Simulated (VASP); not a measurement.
Input of a VASP 6.6.1 run:

File POSCAR:

```
TlBr
1.0
    3.9451847160      0.0000000000      0.0000000000
    0.0000000000      3.9451847160      0.0000000000
    0.0000000000      0.0000000000      3.9451847160
Tl Br
1 1
Direct
    0.0000000000      0.0000000000      0.0000000000
    0.5000000000      0.5000000000      0.5000000000
```

File INCAR.step1:

```
SYSTEM = TlBr
PREC = Accurate
ENCUT = 550
ISMEAR = 0
SIGMA = 0.01
LREAL = .False.
LASPH = .True.
NELM = 120
NBANDS = 17
GGA = PE
ALGO = Normal
EDIFF = 1E-5
LWAVE = .True.
LCHARG = .False.
GGA_COMPAT = .False.
```

INCAR.step2

```
SYSTEM = TlBr
PREC = Accurate
ENCUT = 550
EDIFF = 1E-6
ISMEAR = 0
SIGMA = 0.01
LREAL = .False.
LASPH = .True.
NELM = 120
ALGO = Normal
ISIF = 2
LWAVE = .False.
LCHARG = .True.
METAGGA = R2SCAN
LMIXTAU = .True.
LELF = .True.
LVHAR = .True.
NBANDS = 17
ISTART = 1
GGA_COMPAT = .False.
```

KPOINTS

```
Automatic mesh
0
Gamma
  6 6 6
  0 0 0
```

Potentials or basis: VASP PAW PBE potentials, release 64 (Tl_d, Br).

Command:

```sh
$ cat potpaw_PBE.64/Tl_d/POTCAR potpaw_PBE.64/Br/POTCAR > POTCAR
$ cp INCAR.step1 INCAR
$ mpirun -np 1 vasp_std > vasp.out
$ cp INCAR.step2 INCAR
$ mpirun -np 1 vasp_std > vasp.out
```

**Question.** Predict the band gap on the k mesh.

**Answer.** 2.23 eV.

**Question.** What does it give for the pressure?

**Answer.** 1.0 GPa.

Caveat: the PAW data sets were made with another functional, which shifts forces and pressure a little; spin-orbit coupling is left out, which moves the levels of the heavy elements. A k mesh can miss the band edges.
